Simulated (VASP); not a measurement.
**TiPt3: single point with PBE**

The system is TiPt3.

```
Ti Pt
1.0
     3.78348    0.00000    0.00000
     0.00000    3.78348    0.00000
     0.00000    0.00000    3.78348
Ti Pt
1 3
Direct
  0.00000 0.00000 0.00000
  0.00000 0.50000 0.50000
  0.50000 0.00000 0.50000
  0.50000 0.50000 0.00000
```

```json
{
 "Program": "VASP 6.6.1",
 "Task": "single point",
 "Functional": "PBE",
 "Potentials or basis": "VASP PAW PBE potentials, release 64 (Ti_sv, Pt)",
 "Cutoff": "520 eV",
 "k mesh": "10 × 10 × 10",
 "Occupations": "gaussian, width 0.1 eV",
 "Spin": "no spin polarisation"
}
```

* Pressure: 41.0 GPa
* Band gap on the k mesh: zero (bands 21 and 22 overlap by 2.01 eV)

Levels at points of the mesh, in eV from the Fermi level:
| k point | band 17 | band 18 | band 19 | band 20 | band 21 | band 22 | band 23 | band 24 | band 25 | band 26 |
| --- | --- | --- | --- | --- | --- | --- | --- | --- | --- | --- |
| (0.00, 0.00, 0.00) | -0.52 | 0.13 | 0.13 | 0.13 | 1.57 | 1.57 | 1.57 | 1.59 | 1.59 | 2.31 |
| (0.50, 0.00, 0.00) | -3.02 | -3.02 | -2.96 | -1.53 | -0.30 | -0.30 | 0.14 | 0.44 | 0.85 | 2.28 |
| (0.50, 0.50, 0.00) | -3.57 | -3.57 | -2.85 | -2.58 | -2.58 | 0.18 | 0.18 | 0.34 | 1.77 | 1.77 |
| (0.50, 0.50, 0.50) | -1.34 | -0.87 | -0.87 | -0.87 | -0.44 | -0.44 | -0.44 | 1.39 | 1.39 | 1.39 |

It took 2.4 min on 1 thread of Intel(R) Xeon(R) Platinum 8488C (Sapphire Rapids) (shared host), peak memory 0.21 GiB.

Caveat: the cell stands under pressure; spin-orbit coupling is left out, which moves the levels of the heavy elements.
